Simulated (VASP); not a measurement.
Wanted: the native input for a VASP 6.6.1 run.

* Task: single point
* Functional: r2SCAN
* Potentials or basis: VASP PAW PBE potentials, release 64 (Sn_d, Se)
* Cutoff: 520 eV
* k mesh: 6 × 6 × 6
* Occupations: fermi-dirac, width 0.05 eV
* Spin: no spin polarisation
* Dipole correction: no
* Further INCAR settings: ALGO = Normal; EDIFF = 1e-06; NBANDS = 32

Sn3Se:

```xyz
4
Lattice="0.0000 3.6569 3.6569 3.6569 0.0000 3.6569 3.6569 3.6569 0.0000" Properties=species:S:1:pos:R:3 pbc="T T T"
Sn    3.6569    3.6569    3.6569
Sn    5.4854    5.4854    5.4854
Sn    1.8285    1.8285    1.8285
Se    0.0000    0.0000    0.0000
```

These files were run (other wordings do the same):

POSCAR

```
Sn3Se
1.0
    0.0000000000      3.6569301267      3.6569301267
    3.6569301267      0.0000000000      3.6569301267
    3.6569301267      3.6569301267      0.0000000000
Sn Se
3 1
Direct
    0.5000000000      0.5000000000      0.5000000000
    0.7500000000      0.7500000000      0.7500000000
    0.2500000000      0.2500000000      0.2500000000
    0.0000000000      0.0000000000      0.0000000000
```

INCAR.step1

```
PREC     = Accurate       # precision mode
ENCUT    = 520            # plane-wave cutoff, eV
ISMEAR   = -1             # smearing method
SIGMA    = 0.05           # smearing width, eV
LREAL    = F              # projectors in reciprocal space
LASPH    = T              # aspherical terms in the spheres
NELM     = 100            # most SCF steps
NBANDS   = 32             # bands
GGA      = PE             # functional
ALGO     = Normal         # electronic algorithm
EDIFF    = 1E-4           # SCF threshold, eV
LWAVE    = T              # write WAVECAR
LCHARG   = F              # write CHGCAR
```

INCAR.step2

```
PREC     = Accurate       # precision mode
ENCUT    = 520            # plane-wave cutoff, eV
EDIFF    = 1E-6           # SCF threshold, eV
ISMEAR   = -1             # smearing method
SIGMA    = 0.05           # smearing width, eV
LREAL    = F              # projectors in reciprocal space
LASPH    = T              # aspherical terms in the spheres
NELM     = 100            # most SCF steps
ALGO     = Normal         # electronic algorithm
ISIF     = 2              # what is computed and relaxed
LWAVE    = F              # write WAVECAR
LCHARG   = F              # write CHGCAR
METAGGA  = R2SCAN         # meta-GGA
LMIXTAU  = T            
NBANDS   = 32             # bands
ISTART   = 1
```

KPOINTS

```
Automatic mesh
0
Gamma
  6 6 6
```

Potentials or basis: VASP PAW PBE potentials, release 64 (Sn_d, Se).

Command:

```sh
$ cat potpaw_PBE.64/Sn_d/POTCAR potpaw_PBE.64/Se/POTCAR > POTCAR
$ cp INCAR.step1 INCAR
$ mpirun -np 1 vasp_std > vasp.out
$ cp INCAR.step2 INCAR
$ mpirun -np 1 vasp_std > vasp.out
```

Results of the run:

```json
{"Pressure": "2.2 GPa", "Band gap on the k mesh": "zero (band 24 reaches 8.50 eV, above the bottom of band 25 at 6.41 eV)"}
```

Caveat: the PAW data sets were made with another functional, which shifts forces and pressure a little; spin-orbit coupling is left out, which moves the levels of the heavy elements.

Run time: 92 s on 1 thread of Intel(R) Xeon(R) 6975P-C (Granite Rapids) (shared host), peak memory 0.27 GiB.
